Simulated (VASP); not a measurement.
# SnO in VASP: relaxation of the atoms with PBE+D3(BJ)

Aim: the relaxation of the atoms of SnO with PBE+D3(BJ).

Program: VASP 6.6.1. These are calculated values, not measurements. Logs are shortened: lines on timing, memory, paths and dates and some standing lists are left out, and cuts for length are marked.

## Step 1: The cell of the first run

The cell holds a slab with vacuum, 8 atoms: a = 3.820 Å, b = 3.820 Å, c = 22.226 Å, α = 90.00°, β = 90.00°, γ = 90.00°.

## Step 2: Relaxation of the atoms, PBE+D3(BJ)

INCAR

```
SYSTEM = SnO
ALGO = Normal
DIPOL = 0.5 0.5 0.401
EDIFF = 1E-7
EDIFFG = -0.003
ENCUT = 520
GGA = PE
IBRION = 2
IDIPOL = 3
ISIF = 2
ISMEAR = 0
IVDW = 12
KPAR = 2
LASPH = .TRUE.
LCHARG = .FALSE.
LDIPOL = .TRUE.
LREAL = .FALSE.
LWAVE = .FALSE.
NELM = 60
NSW = 40
PREC = Accurate
SIGMA = 0.05
```

KPOINTS

```
k-points
0
G
  7 7 1
  0 0 0
```

POSCAR

```
SnO
1.0
    3.8201526160      0.0002954389      0.0000000000
   -0.0003145156      3.8201526145      0.0000000000
    0.0000000000      0.0000000000     22.2260756252
Sn O
4 4
Selective dynamics
Direct
    0.9999453016      0.9999453016      0.2024648920  F F F
    0.4999453016      0.4999453016      0.3087831576  F F T
    0.4999453016      0.4999453016      0.4932511703  F F T
    0.9999453016      0.9999453016      0.5995694359  F F T
    0.9999461184      0.4999461184      0.2556240248  F F T
    0.4999461184      0.9999461184      0.2556240248  F F T
    0.4999444849      0.9999444849      0.5464103031  F F T
    0.9999444849      0.4999444849      0.5464103031  F F T
```

Potentials or basis: VASP PAW PBE potentials, release 64 (Sn_d, O).

On the command line:

```console
$ cat potpaw_PBE.64/Sn_d/POTCAR potpaw_PBE.64/O/POTCAR > POTCAR
$ mpirun -np 2 vasp_std > vasp.out
```

OUTCAR:

```text
SYSTEM = SnO
   EDIFF = 1E-7
   EDIFFG = -0.003
   ENCUT = 520
   GGA = PE
   IBRION = 2
   ISIF = 2
   ISMEAR = 0
   IVDW = 12
   LASPH = .TRUE.
   LREAL = .FALSE.
   NELM = 60
   NSW = 40
   PREC = Accurate
 IVDW          = 12

 ion  position               nearest neighbor table
   1  1.000  1.000  0.202-   6 2.25   5 2.25   6 2.25   5 2.25   2 3.59   2 3.59   2 3.59   2 3.59

   2  0.500  0.500  0.309-   5 2.25   6 2.25   5 2.25   6 2.25   1 3.59   1 3.59   1 3.59   1 3.59

   3  0.500  0.500  0.493-   8 2.25   7 2.25   8 2.25   7 2.25   4 3.59   4 3.59   4 3.59   4 3.59

   4  1.000  1.000  0.600-   7 2.25   8 2.25   7 2.25   8 2.25   3 3.59   3 3.59   3 3.59   3 3.59

   5  1.000  0.500  0.256-   2 2.25   1 2.25   2 2.25   1 2.25
   6  0.500  1.000  0.256-   1 2.25   2 2.25   1 2.25   2 2.25
   7  0.500  1.000  0.546-   4 2.25   3 2.25   4 2.25   3 2.25
   8  1.000  0.500  0.546-   3 2.25   4 2.25   3 2.25   4 2.25

  LATTYP: Found a simple tetragonal cell.
 ALAT       =     3.8201526274
 C/A-ratio  =     5.8181119429

  Lattice vectors:

 A1 = (   3.8201526160,   0.0002954389,   0.0000000000)
 A2 = (  -0.0003145156,   3.8201526145,   0.0000000000)
 A3 = (   0.0000000000,   0.0000000000,  22.2260756252)

Analysis of symmetry for initial positions (statically):
=====================================================================
 Subroutine PRICEL returns:
 Original cell was already a primitive cell.

 Routine SETGRP: Setting up the symmetry group for a
 simple tetragonal supercell.

 Subroutine GETGRP returns: Found 16 space group operations
 (whereof  2 operations were pure point group operations)
 out of a pool of 16 trial point group operations.

The static configuration has the point symmetry C_1h.
 The point group associated with its full space group is D_4h.

Analysis of symmetry for dynamics (positions and initial velocities):
=====================================================================
 Subroutine PRICEL returns:
 Original cell was already a primitive cell.

 Routine SETGRP: Setting up the symmetry group for a
 simple tetragonal supercell.

 Subroutine GETGRP returns: Found 16 space group operations
 (whereof  2 operations were pure point group operations)
 out of a pool of 16 trial point group operations.

The dynamic configuration has the point symmetry C_1h.
 The point group associated with its full space group is D_4h.

Analysis of constrained symmetry for selective dynamics:
=====================================================================
 Subroutine PRICEL returns:
 Original cell was already a primitive cell.

 Routine SETGRP: Setting up the symmetry group for a
 simple tetragonal supercell.

 Subroutine GETGRP returns: Found  8 space group operations
 (whereof  2 operations were pure point group operations)
 out of a pool of 16 trial point group operations.

The constrained configuration has the point symmetry C_1h.
 The point group associated with its full space group is C_4v.

 Subroutine INISYM returns: Found  8 space group operations
 (whereof  2 operations are pure point group operations),
 and found     1 'primitive' translations

----------------------------------------------------------------------------------------

                                     Primitive cell

  volume of cell :     324.3577

  direct lattice vectors                    reciprocal lattice vectors
     3.820152616  0.000295439  0.000000000     0.261769645  0.000021552  0.000000000
    -0.000314516  3.820152614  0.000000000    -0.000020244  0.261769645  0.000000000
     0.000000000  0.000000000 22.226075625     0.000000000  0.000000000  0.044992198

  length of vectors
     3.820152627  3.820152627 22.226075625     0.261769646  0.261769646  0.044992198

  position of ions in fractional coordinates (direct lattice)
     0.999945302  0.999945302  0.202464892
     0.499945302  0.499945302  0.308783158
     0.499945302  0.499945302  0.493251170
     0.999945302  0.999945302  0.599569436
     0.999946118  0.499946118  0.255624025
     0.499946118  0.999946118  0.255624025
     0.499944485  0.999944485  0.546410303
     0.999944485  0.499944485  0.546410303

  ion indices of the primitive-cell ions
   primitive index   ion index
                 1           1
                 2           2
                 3           3
                 4           4
                 5           5
                 6           6
                 7           7
                 8           8

----------------------------------------------------------------------------------------

 KPOINTS: k-points

Automatic generation of k-mesh.
 Grid dimensions read from file:
 generate k-points for:    7    7    1

 Generating k-lattice:

  Cartesian coordinates                     Fractional coordinates (reciprocal lattice)
     0.037395664  0.000003079  0.000000000     0.142857143 -0.000000000  0.000000000
    -0.000002892  0.037395664  0.000000000     0.000000000  0.142857143  0.000000000
     0.000000000  0.000000000  0.044992198     0.000000000  0.000000000  1.000000000

  Length of vectors
     0.037395664  0.037395664  0.044992198

  Shift w.r.t. Gamma in fractional coordinates (k-lattice)
     0.000000000  0.000000000  0.000000000

 Subroutine IBZKPT returns following result:
 ===========================================

 Found     10 irreducible k-points:

 Following reciprocal coordinates:
            Coordinates               Weight
  0.000000  0.000000  0.000000      1.000000
  0.142857  0.000000  0.000000      4.000000
  0.285714  0.000000  0.000000      4.000000
  0.428571  0.000000  0.000000      4.000000
  0.142857  0.142857  0.000000      4.000000
  0.285714  0.142857  0.000000      8.000000
  0.428571  0.142857  0.000000      8.000000
  0.285714  0.285714  0.000000      4.000000
  0.428571  0.285714  0.000000      8.000000
  0.428571  0.428571  0.000000      4.000000
   k-points           NKPTS =     10   k-points in BZ     NKDIM =     10   number of bands    NBANDS=     48
   number of dos      NEDOS =    301   number of ions     NIONS =      8
   total plane-waves  NPLWV = 131712
   dimension x,y,z NGX =    28 NGY =   28 NGZ =  168
   dimension x,y,z NGXF=    56 NGYF=   56 NGZF=  336
   ions per type =               4   4
   NGX,Y,Z   is equivalent  to a cutoff of  12.19, 12.19, 12.57 a.u.
   NGXF,Y,Z  is equivalent  to a cutoff of  24.37, 24.37, 25.13 a.u.
 SYSTEM =  SnO
   PREC   = accura    normal or accurate (medium, high low for compatibility)
   ISTART =      0    job   : 0-new  1-cont  2-samecut
   ICHARG =      2    charge: 1-file 2-atom 10-const
   ISPIN  =      1    spin polarized calculation?
   LNONCOLLINEAR =      F non collinear calculations
   LSORBIT =      F    spin-orbit coupling
   LASPH  =      T    aspherical Exc in radial PAW
   ENCUT  =  520.0 eV  38.22 Ry    6.18 a.u.   7.10  7.10 41.33*2*pi/ulx,y,z
   NELM   =     60;   NELMIN=  2; NELMDL= -5     # of ELM steps
   EDIFF  = 0.1E-06   stopping-criterion for ELM
   LREAL  =      F    real-space projection
   EDIFFG = -.3E-02   stopping-criterion for IOM
   NSW    =     40    number of steps for IOM
   IBRION =      2    ionic relax: 0-MD 1-quasi-New 2-CG
   NFREE  =      1    steps in history (QN), initial steepest desc. (CG)
   ISIF   =      2    stress and relaxation
   ISYM   =      2    0-nonsym 1-usesym 2-fastsym
   POTIM  = 0.5000    time-step for ionic-motion
   TEBEG  =    0.0;   TEEND  =   0.0 temperature during run
   PSTRESS=    0.0 pullay stress
   NELECT =      80.0000    total number of electrons
   NUPDOWN=      -1.0000    fix difference up-down
   EMIN   =  10.00;   EMAX   =-10.00  energy-range for DOS
   EFERMI =   0.00;   METHOD = LEGACY
   ISMEAR =     0;   SIGMA  =   0.05  broadening in eV -4-tet -1-fermi 0-gaus
   EFERMI_NEDOS =   21; number of points for ismear=-14 and -15
   IALGO  =     38    algorithm
   IMIX   =      4    mixing-type and parameters
     AMIX     =   0.40;   BMIX     =  1.00
     AMIX_MAG =   1.60;   BMIX_MAG =  1.00
  volume/ion in A,a.u.               =      40.54       273.61
  Fermi-wavevector in a.u.,A,eV,Ry     =   1.026668  1.940121 14.341187  1.054047
  Thomas-Fermi vector in A             =   2.160573
   LORBIT       =      0    0 simple, 1 ext, 2 COOP (PROOUT), +10 PAW based schemes
   GGA     = PE    functional components
   LHFCALC =     F    Hartree Fock is set to
   AEXX    =    0.0000 exact exchange contribution
   IVDW    =    12    specifies the selected vdW correction
   LEPSILON=     F    determine dielectric tensor
   LRPA    =     F    only Hartree local field effects (RPA)
 conjugate gradient relaxation of ions
 non-spin polarized calculation
 Gauss-broadening in eV      SIGMA  =   0.05
  energy-cutoff  :      520.00
  volume of cell :      324.36
 maximum number of plane-waves:      8769
   NGX = 15   NGY = 15   NGZ = 83

--------------------------------------- Ionic step        1  -------------------------------------------

 number of electron      79.9999970 magnetization

 Free energy of the ion-electron system (eV)
  ---------------------------------------------------
  ext. energy  EPLUGINS =         0.00000000
  ---------------------------------------------------
  free energy    TOTEN  =       -45.09651684 eV

  energy without entropy =      -45.09651684  energy(sigma->0) =      -45.09651684

------------------------ aborting loop because EDIFF is reached ----------------------------------------

 Edisp (eV)   -1.24466

 E8    (eV) :    -0.5499

  FORCE on cell =-STRESS in cart. coord.  units (eV):
  Direction    XX          YY          ZZ          XY          YZ          ZX
  --------------------------------------------------------------------------------------
  -------------------------------------------------------------------------------------
  Total       0.30708     0.30708     0.78940    -0.00000    -0.00000     0.00000
  in kB       1.51685     1.51685     3.89925    -0.00001    -0.00000     0.00000
  external pressure =        2.31 kB  Pullay stress =        0.00 kB
[... 115 lines left out ...]
  FREE ENERGIE OF THE ION-ELECTRON SYSTEM (eV)
  ---------------------------------------------------
  free  energy   TOTEN  =       -46.3415454311 eV

  energy  without entropy=      -46.3415454311  energy(sigma->0) =      -46.34154543

 vacuum level on the upper side and lower side of the slab       (xc-potential included)        -0.058         0.050

 dipolmoment           0.000000      0.000000      0.000076 electrons x Angstroem

[... ionic steps 4 to 32 ...]

--------------------------------------- Ionic step       33  -------------------------------------------

 number of electron      79.9999968 magnetization

------------------------ aborting loop because EDIFF is reached ----------------------------------------

 Edisp (eV)   -1.21598

 E8    (eV) :    -0.5373
[... 81 lines left out ...]
  energy  without entropy=      -46.3615447651  energy(sigma->0) =      -46.36154477

--------------------------------------- Ionic step       35  -------------------------------------------

 number of electron      79.9999968 magnetization

 dipolmoment           0.000000      0.000000     -0.000040 electrons x Angstroem

 Free energy of the ion-electron system (eV)
  ---------------------------------------------------
  ext. energy  EPLUGINS =         0.00000000
  ---------------------------------------------------
  free energy    TOTEN  =       -45.14559483 eV

  energy without entropy =      -45.14559483  energy(sigma->0) =      -45.14559483

 E-fermi :   0.0213     XC(G=0):  -5.3391

 val. band max:       -0.2442768806   @ k =   0.1429   0.1429   0.0000
 cond. band min:       2.3409367528   @ k =   0.0000   0.0000   0.0000
 fundamental gap:      2.5852136334
 Fermi energy:         0.0212733317

 k-point     1 :       0.0000    0.0000    0.0000
  band No.  band energies     occupation
      1     -21.0318      2.00000
      2     -21.0316      2.00000
      3     -20.6797      2.00000
      4     -20.6795      2.00000
      5     -20.6404      2.00000
      6     -20.6404      2.00000
[... 499 lines left out ...]
     47       4.9523      0.00000
     48       5.0723      0.00000

------------------------ aborting loop because EDIFF is reached ----------------------------------------

 vacuum level on the upper side and lower side of the slab       (xc-potential included)        -0.125        -0.084

 Edisp (eV)   -1.21595

 E8    (eV) :    -0.5373

  FORCE on cell =-STRESS in cart. coord.  units (eV):
  Direction    XX          YY          ZZ          XY          YZ          ZX
  --------------------------------------------------------------------------------------
  -------------------------------------------------------------------------------------
  Total      -0.00885    -0.00885    -0.13319     0.00000     0.00000    -0.00000
  in kB      -0.04371    -0.04371    -0.65789     0.00000     0.00000    -0.00000
  external pressure =       -0.25 kB  Pullay stress =        0.00 kB
[... 23 lines left out ...]
  FREE ENERGIE OF THE ION-ELECTRON SYSTEM (eV)
  ---------------------------------------------------
  free  energy   TOTEN  =       -46.3615456814 eV

  energy  without entropy=      -46.3615456814  energy(sigma->0) =      -46.36154568

 reached required accuracy - stopping structural energy minimisation

 vacuum level on the upper side and lower side of the slab         4.800         4.836
```

It took 39 min on 2 MPI ranks of Intel Xeon Platinum 8488C (Sapphire Rapids), shared host; peak memory 0.44 GiB.

Results:

* Free energy: -46.3615 eV
* Energy gained by relaxing: 2.5 meV/atom
* Ionic steps: 35
* Band gap on the k mesh: 2.59 eV (least direct gap 2.62 eV)
* Dispersion energy per atom: -0.152 eV

The path:
```csv
step,energy change (eV),largest force on free atoms (eV/Å),pressure (GPa)
1,0.0000,0.0844,0.23
2,-0.0003,0.0392,0.22
3,-0.0004,0.0622,0.21
4,-0.0006,0.0563,0.21
5,-0.0012,0.0605,0.21
6,-0.0019,0.1340,0.19
7,-0.0013,0.2806,0.17
8,-0.0020,0.1730,0.19
9,-0.0022,0.1667,0.19
10,-0.0027,0.1484,0.20
11,-0.0036,0.1106,0.23
12,-0.0048,0.0792,0.28
13,-0.0052,0.1272,0.39
14,-0.0053,0.1094,0.35
15,-0.0064,0.0987,0.33
16,-0.0094,0.1162,0.30
17,-0.0139,0.1507,0.23
18,-0.0177,0.2144,0.09
19,-0.0195,0.0809,0.02
20,-0.0200,0.0326,-0.04
21,-0.0200,0.0323,-0.04
22,-0.0201,0.0321,-0.02
23,-0.0201,0.0476,0.01
24,-0.0202,0.0368,0.00
25,-0.0202,0.0332,0.00
26,-0.0203,0.0267,0.00
27,-0.0203,0.0377,0.01
28,-0.0203,0.0256,0.01
29,-0.0203,0.0181,0.00
30,-0.0203,0.0100,-0.02
31,-0.0204,0.0056,-0.02
32,-0.0204,0.0086,-0.02
33,-0.0204,0.0039,-0.02
34,-0.0204,0.0052,-0.02
35,-0.0204,0.0015,-0.02
```

Final structure:
```yaml
crystal:
  lattice:
    - [3.82015, 0.00030, 0.00000]
    - [-0.00031, 3.82015, 0.00000]
    - [0.00000, 0.00000, 22.22608]
  atoms:
    - { symbol: Sn, position: [0.99995, 0.99995, 0.20246] }
    - { symbol: Sn, position: [0.49995, 0.49995, 0.30921] }
    - { symbol: Sn, position: [0.49995, 0.49995, 0.50978] }
    - { symbol: Sn, position: [0.99995, 0.99995, 0.61652] }
    - { symbol: O, position: [0.99995, 0.49995, 0.25584] }
    - { symbol: O, position: [0.49995, 0.99995, 0.25584] }
    - { symbol: O, position: [0.49994, 0.99994, 0.56315] }
    - { symbol: O, position: [0.99994, 0.49994, 0.56315] }
```

Caveat: spin-orbit coupling is left out, which moves the levels of the heavy elements.
